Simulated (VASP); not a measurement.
# CdI2: single point with HSE06

Crystal: CdI2.

```
Cd I
1.0
     4.24701    0.00000    0.00000
    -2.12350    3.67802    0.00000
     0.00000    0.00000    6.68817
Cd I
1 2
Direct
  0.00000 0.00000 0.00000
  0.33333 0.66667 0.25499
  0.66667 0.33333 0.74501
```

This cell differs from its parent crystal: uniaxial z strain -3.0%.

```json
{
 "Program": "VASP 6.6.1",
 "Task": "single point",
 "Functional": "HSE06",
 "Potentials or basis": "VASP PAW PBE potentials, release 64 (Cd, I)",
 "Cutoff": "400 eV",
 "k mesh": "6 × 6 × 4",
 "Occupations": "gaussian, width 0.01 eV",
 "Spin": "no spin polarisation"
}
```

```
Pressure               : 1.1 GPa
Largest force          : 0.058 eV/Å
Band gap on the k mesh : 3.36 eV, indirect (least direct gap 3.47 eV)
```

Forces on the atoms (eV/Å):
```
Cd   0.000  0.000  0.000
I    0.000  0.000 -0.058
I    0.000  0.000  0.058
```

Stress tensor (GPa, compression positive):
```
1.02 0.00 0.00
0.00 1.02 0.00
0.00 0.00 1.34
```

Levels at points of the mesh, in eV from the valence-band top:
```
           k point  band 10  band 11  band 12  band 13  band 14  band 15  band 16  band 17
(0.00, 0.00, 0.00)    -0.32    -0.23    -0.23    -0.01     3.47     5.35     7.41     7.41
(0.50, 0.00, 0.00)    -2.24    -1.70    -0.80    -0.11     3.67     5.97     6.76     7.50
(0.00, 0.00, 0.50)    -0.50    -0.50    -0.02    -0.02     4.73     5.44     7.13     7.13
(0.50, 0.00, 0.50)    -1.41    -1.22    -0.56    -0.54     3.36     5.85     6.82     7.62
```

It took 13 min on 4 MPI ranks on Intel(R) Xeon(R) 6975P-C (Granite Rapids), on a shared host, peak memory 0.33 GiB a rank.

Caveat: the cell differs from its parent crystal (uniaxial z strain -3.0%); the PAW data sets were made with another functional, which shifts forces and pressure a little; spin-orbit coupling is left out, which moves the levels of the heavy elements; this functional lacks dispersion, which binds the layers, so the pressure and a relaxed spacing across them are unreliable. A k mesh can miss the band edges.
